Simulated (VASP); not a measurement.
Here is a VASP 6.6.1 calculation.

The input INCAR:

```
SYSTEM = AgI
  ALGO = Normal
  EDIFF = 1E-6
  ENCUT = 500
  GGA = PE
  GGA_COMPAT = .False.
  ISIF = 2
  ISMEAR = 0
  LASPH = .True.
  LCHARG = .True.
  LELF = .True.
  LREAL = .False.
  LVHAR = .True.
  LWAVE = .False.
  NBANDS = 26
  NELM = 120
  PREC = Accurate
  SIGMA = 0.5
```

Contents of KPOINTS:

```
k-points
0
Gamma
  6 6 2
  0 0 0
```

Contents of POSCAR:

```
AgI
1.0
    4.6507421514      0.0000000000      0.0000000000
   -2.3253710757      4.0276608495      0.0000000000
    0.0000000000      0.0000000000      7.5997163705
Ag I
2 2
Direct
    0.6666666667      0.3333333333      0.6275238183
    0.3333333333      0.6666666667      0.1275238183
    0.6666666667      0.3333333333      0.0024761817
    0.3333333333      0.6666666667      0.5024761817
```

Potentials or basis: VASP PAW PBE potentials, release 64 (Ag, I).

Run with:

```console
$ cat potpaw_PBE.64/Ag/POTCAR potpaw_PBE.64/I/POTCAR > POTCAR
$ mpirun -np 1 vasp_std > vasp.out
```

Question: Predict the pressure.

Answer: 0.6 GPa.

Question: Estimate the band gap on the k mesh.

Answer: 1.37 eV.

Forces on the atoms (eV/Å):
```
Ag   0.000  0.000 -0.002
Ag   0.000  0.000 -0.002
I    0.000  0.000  0.002
I    0.000  0.000  0.002
```

Caveat: so wide a smearing shifts energies and pressures; spin-orbit coupling is left out, which moves the levels of the heavy elements. A hybrid or GW would open this gap; PBE tends to underestimate it.
